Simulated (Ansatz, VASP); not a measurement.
# One calculation of Al2O3, two programs

POSCAR

```
Al2O3
1.0
    2.2605928790      1.3051539072      4.1150540224
   -2.2605928790      1.3051539072      4.1150540224
    0.0000000000     -2.6103078145      4.1150540223
Al O
4 6
Direct
    0.8519165699      0.8519165699      0.8519165699
    0.6480834301      0.6480834301      0.6480834301
    0.1480834301      0.1480834301      0.1480834301
    0.3519165699      0.3519165699      0.3519165699
    0.0563854984      0.4436145016      0.7500000000
    0.7500000000      0.0563854984      0.4436145016
    0.4436145016      0.7500000000      0.0563854984
    0.9436145016      0.5563854984      0.2500000000
    0.2500000000      0.9436145016      0.5563854984
    0.5563854984      0.2500000000      0.9436145016
```

INCAR.step1

```
  ALGO = Normal
  EDIFF = 1E-4
  ENCUT = 520
  GGA = PE
  ISMEAR = 0
  LASPH = True
  LCHARG = False
  LREAL = False
  LWAVE = True
  NBANDS = 35
  NELM = 80
  PREC = Accurate
  SIGMA = 0.05
```

File INCAR.step2:

```
  ALGO = Normal
  EDIFF = 1E-7
  ENCUT = 520
  ISIF = 2
  ISMEAR = 0
  ISTART = 1
  LASPH = True
  LCHARG = False
  LMIXTAU = True
  LREAL = False
  LWAVE = False
  METAGGA = R2SCAN
  NBANDS = 35
  NELM = 80
  PREC = Accurate
  SIGMA = 0.05
```

KPOINTS

```
k-points
0
Gamma
  6 6 6
```

Input for Ansatz:

```yaml
crystal:
  lattice:
    - [2.260592879, 1.3051539072, 4.1150540224]
    - [-2.260592879, 1.3051539072, 4.1150540224]
    - [0.0, -2.6103078145, 4.1150540223]
  atoms:
    - { symbol: Al, position: [0.8519165699, 0.8519165699, 0.8519165699] }
    - { symbol: Al, position: [0.6480834301, 0.6480834301, 0.6480834301] }
    - { symbol: Al, position: [0.1480834301, 0.1480834301, 0.1480834301] }
    - { symbol: Al, position: [0.3519165699, 0.3519165699, 0.3519165699] }
    - { symbol: O, position: [0.0563854984, 0.4436145016, 0.75] }
    - { symbol: O, position: [0.75, 0.0563854984, 0.4436145016] }
    - { symbol: O, position: [0.4436145016, 0.75, 0.0563854984] }
    - { symbol: O, position: [0.9436145016, 0.5563854984, 0.25] }
    - { symbol: O, position: [0.25, 0.9436145016, 0.5563854984] }
    - { symbol: O, position: [0.5563854984, 0.25, 0.9436145016] }
basis:
  ecutwfc: 500
kpoints:
  mp_grid: { grid: [6, 6, 6] }
hamiltonian:
  xc: r2scan
scf:
  occupations: { method: gaussian, width: 0.05 }
output:
  forces: true
  stress: true
  eigenvalues: true
```

Change from the starting cell: strain -0.050 along x and y, -0.050 along z, atoms carried along.

Alike in both runs: task single point; functional r2SCAN; k mesh 6 × 6 × 6; occupations gaussian, width 0.05 eV; no spin polarisation.

|  | VASP | Ansatz |
| --- | --- | --- |
| version | VASP 6.6.1 | Ansatz 0.2.0 |
| potentials or method | VASP PAW PBE potentials, release 64 (Al, O), cutoff 520 eV | scalar-relativistic, plane waves, PAW |
| valence electrons in the cell | 48 | 48 |

Ansatz gave:

```
gap on the k mesh at the Fermi level (eV)                     : 9.21
least direct gap on the mesh (eV)                             : 9.21
pressure (GPa)                                                : 53.5
traceless stress, the component that is largest in VASP (GPa) : -2.55
rms of the force components (eV/Å)                            : 0.107
```

Problem. What did VASP give for the same quantities?

Solution. gap on the k mesh at the Fermi level (eV): 9.24; least direct gap on the mesh (eV): 9.24; pressure (GPa): 53.5; traceless stress, the component that is largest in VASP (GPa): -2.68; rms of the force components (eV/Å): 0.103.

VASP's potentials were made for PBE, not for r2SCAN. Atom by atom the forces differ by 0.015 eV/Å (rms over components). Both programs put the cell under a high pressure, so it lies far from rest at this level.
